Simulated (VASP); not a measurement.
Wanted: the native input for a VASP 6.6.1 run.

```
Task                   : single point
Functional             : PBE
Potentials or basis    : VASP PAW PBE potentials, release 64 (N, Ti_sv, O)
Cutoff                 : 520 eV
k mesh                 : 9 × 9 × 1
Occupations            : gaussian, width 0.1 eV
Spin                   : no spin polarisation
Dipole correction      : yes
Further INCAR settings : ALGO = Normal; EDIFF = 1e-06; NBANDS = 38
```

The structure of Ti3N3O lies in POSCAR:

```
Ti3N3O
1.0
    3.0028555065      0.0000000000      0.0000000000
   -1.5014277533      2.6005491526      0.0000000000
    0.0000000000      0.0000000000     21.5541471922
N Ti O
3 3 1
Direct
    0.3333333333      0.6666666667      0.1855791354
    0.0000000000      0.0000000000      0.2993308525
    0.6666666667      0.3333333333      0.4147299352
    0.6666666667      0.3333333333      0.2424549940
    0.3333333333      0.6666666667      0.3575097830
   -0.0399398446      0.0521635833      0.4760629145
    0.1666666667      0.6666666667      0.5218912851
```

One way to write it, as run:

INCAR

```
SYSTEM = Ti3N3O
PREC = Accurate
ENCUT = 520
EDIFF = 1E-6
ISMEAR = 0
SIGMA = 0.1
LREAL = .FALSE.
LASPH = .TRUE.
NELM = 80
ALGO = Normal
ISIF = 2
LWAVE = .FALSE.
LCHARG = .FALSE.
LDIPOL = .TRUE.
IDIPOL = 3
DIPOL = 0.5 0.5 0.357
GGA = PE
NBANDS = 38
```

KPOINTS

```
regular mesh
0
G
  9 9 1
  0 0 0
```

Potentials or basis: VASP PAW PBE potentials, release 64 (N, Ti_sv, O).

Command:

```console
$ cat potpaw_PBE.64/N/POTCAR potpaw_PBE.64/Ti_sv/POTCAR potpaw_PBE.64/O/POTCAR > POTCAR
$ mpirun -np 1 vasp_std > vasp.out
```

It gave:

```
Largest force          : 5.467 eV/Å
Band gap on the k mesh : zero (an odd number of electrons rules out a gap without spin polarisation)
```

Caveat: an odd number of electrons without spin polarisation forces a metal; a magnetic or distorted state may lie lower.

Wall time 7.8 min on 1 thread of Intel(R) Xeon(R) Platinum 8488C (Sapphire Rapids), with other jobs on the host, peak memory 0.42 GiB.
